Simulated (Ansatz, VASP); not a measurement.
Two plane-wave programs on InP

The input INCAR:

```
SYSTEM = InP
  PREC = Accurate
  ENCUT = 520
  EDIFF = 1E-6
  ISMEAR = 0
  SIGMA = 0.15
  LREAL = .FALSE.
  LASPH = .TRUE.
  NELM = 60
  ALGO = Normal
  ISIF = 2
  LWAVE = .FALSE.
  LCHARG = .FALSE.
  GGA = PE
  NBANDS = 16
```

Contents of KPOINTS:

```
Automatic mesh
0
G
  14 14 14
  0 0 0
```

File POSCAR:

```
InP
1.0
    0.0000000000      2.7701982124      2.7701982124
    2.7056525941      0.0000000000      2.7701982124
    2.7056525941      2.7701982124      0.0000000000
In P
1 1
Direct
   -0.0068507361      0.0068507361      0.0068507361
    0.5253952947      0.4746047053      0.4746047053
```

Input for Ansatz:

```yaml
crystal:
  lattice:
    - [0.0, 2.7701982124, 2.7701982124]
    - [2.7056525941, 0.0, 2.7701982124]
    - [2.7056525941, 2.7701982124, 0.0]
  atoms:
    - { symbol: In, position: [-0.0068507361, 0.0068507361, 0.0068507361] }
    - { symbol: P, position: [0.5253952947, 0.4746047053, 0.4746047053] }
basis:
  ecutwfc: 420
kpoints:
  mp_grid: { grid: [14, 14, 14] }
hamiltonian:
  xc: pbe
  pseudopotentials: { kind: paw, azcp: { folder: soft_1 } }
scf:
  occupations: { method: gaussian, width: 0.15 }
output:
  forces: true
  stress: true
  eigenvalues: true
```

Change from the starting cell: mode 4 frozen in at -0.141 Å, normal strain along x -0.0233.

Alike in both runs: task single point; functional PBE; k mesh 14 × 14 × 14; occupations gaussian, width 0.15 eV; no spin polarisation.

```csv
,VASP,Ansatz
version,VASP 6.6.1,Ansatz 0.2.0
potentials or method,"VASP PAW PBE potentials, release 64 (In_d, P), cutoff 520 eV","scalar-relativistic, plane waves, PAW"
valence electrons in the cell,18,18
```

```tsv
	VASP	Ansatz	Ansatz less VASP
gap on the k mesh at the Fermi level (eV)	none	none	-
pressure (GPa)	3.0	3.1	+0.06
traceless stress, the component that is largest in VASP (GPa)	5.00	5.03	+0.039
rms of the force components (eV/Å)	0.432	0.434	+0.0027
```

Atom by atom the forces differ by 0.003 eV/Å (rms over components). A gap of «none» marks a metal or a gap that the smearing closes.
